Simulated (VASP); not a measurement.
**CdTe: relaxation of cell and atoms with PBE**

The system is CdTe.

```xyz
2
Lattice="0.0000 3.2050 3.2050 3.2050 0.0000 3.2050 3.2050 3.2050 0.0000" Properties=species:S:1:pos:R:3 pbc="T T T"
Cd    0.0000    0.0000    0.0000
Te    4.8075    4.8075    4.8075
```

```json
{
 "Program": "VASP 6.6.1",
 "Task": "relaxation of cell and atoms",
 "Functional": "PBE",
 "Potentials or basis": "VASP PAW PBE potentials, release 64 (Cd, Te)",
 "Cutoff": "500 eV",
 "k mesh": "6 × 6 × 6",
 "Occupations": "gaussian, width 0.01 eV",
 "Spin": "no spin polarisation",
 "Dipole correction": "no",
 "Further INCAR settings": "ALGO = Normal; EDIFF = 1e-07; IBRION = 2; EDIFFG = -0.01; NSW = 50; ISIF = 3"
}
```

```json
{
  "Relaxed volume": "36.30 Å³/atom",
  "Relaxed cell": "a = 4.682 Å, b = 4.682 Å, c = 4.682 Å, α = 60.00°, β = 60.00°, γ = 60.00°",
  "Space group after relaxing (to 0.1 Å)": "F-43m (No. 216)",
  "Energy gained by relaxing": "42.6 meV/atom",
  "Ionic steps": "3",
  "Pressure after relaxing": "0.0 GPa",
  "Band gap on the k mesh": "0.58 eV"
}
```

The path:
| step | energy change (eV) | largest force (eV/Å) | pressure (GPa) | volume (Å³) |
| --- | --- | --- | --- | --- |
| 1 | 0.0000 | 0.0000 | 4.41 | 65.84 |
| 2 | -0.0779 | 0.0000 | -1.01 | 74.86 |
| 3 | -0.0851 | 0.0000 | 0.02 | 72.59 |

Final structure:
```yaml
crystal:
  lattice:
    - [0.00000, 3.31093, 3.31093]
    - [3.31093, 0.00000, 3.31093]
    - [3.31093, 3.31093, 0.00000]
  atoms:
    - { symbol: Cd, position: [0.00000, 0.00000, 0.00000] }
    - { symbol: Te, position: [0.75000, 0.75000, 0.75000] }
```

Levels at points of the mesh, in eV from the valence-band top:
| k point | band 5 | band 6 | band 7 | band 8 | band 9 | band 10 | band 11 | band 12 | band 13 |
| --- | --- | --- | --- | --- | --- | --- | --- | --- | --- |
| (0.00, 0.00, 0.00) | -7.87 | -7.87 | 0.00 | 0.00 | 0.00 | 0.58 | 4.64 | 4.64 | 4.64 |
| (0.50, 0.00, 0.00) | -7.87 | -7.57 | -4.07 | -0.68 | -0.68 | 1.75 | 5.21 | 5.21 | 7.01 |
| (0.50, 0.50, 0.00) | -7.85 | -7.45 | -4.01 | -1.65 | -1.65 | 2.67 | 2.74 | 8.50 | 8.80 |

It took 34 s on 1 thread of Intel(R) Xeon(R) Platinum 8375C CPU @ 2.90GHz (Ice Lake), on a shared host, peak memory 0.22 GiB.

Caveat: spin-orbit coupling is left out, which moves the levels of the heavy elements. PBE usually gives volumes a little too large and moduli too small.
